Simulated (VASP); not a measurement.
A run of VASP 6.6.1 is set up as follows.

File INCAR:

```
  PREC = Accurate
  ENCUT = 600
  EDIFF = 1E-6
  ISMEAR = 1
  SIGMA = 0.1
  LREAL = False
  LASPH = True
  NELM = 120
  ALGO = Normal
  ISIF = 2
  LWAVE = False
  LCHARG = False
  GGA = PS
  NBANDS = 18
  GGA_COMPAT = False
```

KPOINTS

```
regular mesh
0
Gamma
  8 8 8
```

Contents of POSCAR:

```
Lu
1.0
    0.0000000000      2.3650743381      2.3650743381
    2.3650743381      0.0000000000      2.3650743381
    2.3650743381      2.3650743381      0.0000000000
Lu
1
Direct
    0.0000000000      0.0000000000      0.0000000000
```

Potentials or basis: VASP PAW PBE potentials, release 64 (Lu).

The run is started by

```console
$ cat potpaw_PBE.64/Lu/POTCAR > POTCAR
$ mpirun -np 1 vasp_std > vasp.out
```

(1) Predict the pressure.

(2) What does it give for the band gap on the k mesh?

## Answers

(1) 1.2 GPa.

(2) zero (an odd number of electrons rules out a gap without spin polarisation).

Caveat: the PAW data sets were made with another functional, which shifts forces and pressure a little; spin-orbit coupling is left out, which moves the levels of the heavy elements.
